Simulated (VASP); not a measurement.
Here is a VASP 6.6.1 calculation.

Contents of INCAR:

```
  PREC = Accurate
  ENCUT = 520
  EDIFF = 1E-7
  ISMEAR = 1
  SIGMA = 0.0726
  LREAL = F
  LASPH = T
  NELM = 80
  ALGO = Normal
  ISIF = 2
  LWAVE = F
  LCHARG = F
  GGA = PS
  NBANDS = 11
```

The input KPOINTS:

```
Automatic mesh
0
Gamma
  12 12 7
```

File POSCAR:

```
C
1.0
    2.1273200000     -1.2282820000      0.0000000000
    2.1273200000      1.2282820000      0.0000000000
   -1.3790700000      0.0000000000      3.5028300000
C
2
Direct
    0.8333560000      0.8333560000      0.0000930000
    0.1666440000      0.1666440000      0.9999070000
```

Potentials or basis: VASP PAW PBE potentials, release 64 (C).

The run is started by

```console
$ cat potpaw_PBE.64/C/POTCAR > POTCAR
$ mpirun -np 1 vasp_std > vasp.out
```

**Question.** Estimate the pressure.

**Answer.** 1.5 GPa.

**Question.** What does it give for the largest force?

**Answer.** 0.011 eV/Å.

Forces on the atoms (eV/Å):
```
C    0.008  0.000  0.008
C   -0.008  0.000 -0.008
```

Caveat: the PAW data sets were made with another functional, which shifts forces and pressure a little; this functional lacks dispersion, which binds the layers, so the pressure and a relaxed spacing across them are unreliable.
